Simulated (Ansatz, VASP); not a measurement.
TaAs: VASP beside Ansatz

```xyz
4
Lattice="-1.7218 1.7218 5.8679 1.7218 -1.7218 5.8679 1.7218 1.7218 -5.8679" Properties=species:S:1:pos:R:3 pbc="T T T"
Ta    1.7316    0.0118    5.8145
Ta    0.0097    0.0119    8.7485
As    1.7316    0.0119    0.9150
As    0.0097    0.0119    3.8490
```

Alike in both runs: functional LDA; k mesh 5 × 5 × 5; occupations gaussian, width 0.02 eV; no spin polarisation.

Ansatz relaxed the structure, and its values are those at the end. VASP's run is a single point on that final structure, the one shown.

```csv
,VASP,Ansatz
version,VASP 6.6.1,Ansatz 0.2.0
potentials or method,"VASP PAW LDA potentials, release 64 (Ta_pv, As), cutoff 520 eV","plane waves, PAW"
valence electrons in the cell,32,56
```

Ansatz gave:

| Property | Result |
| --- | --- |
| gap on the k mesh at the Fermi level (eV) | 0.26 |

Problem. Which values does VASP return?

Solution. gap on the k mesh at the Fermi level (eV): 0.25.

LDA's correlation is that of Perdew and Zunger in VASP and of Perdew and Wang (1992) in Ansatz. VASP's potentials hold 32 valence electrons a cell and Ansatz's 56, so a difference there can come from the potentials and not from the codes.

The k mesh is coarse, so the values compare programs but aren't converged. Neither program's run includes spin-orbit coupling.
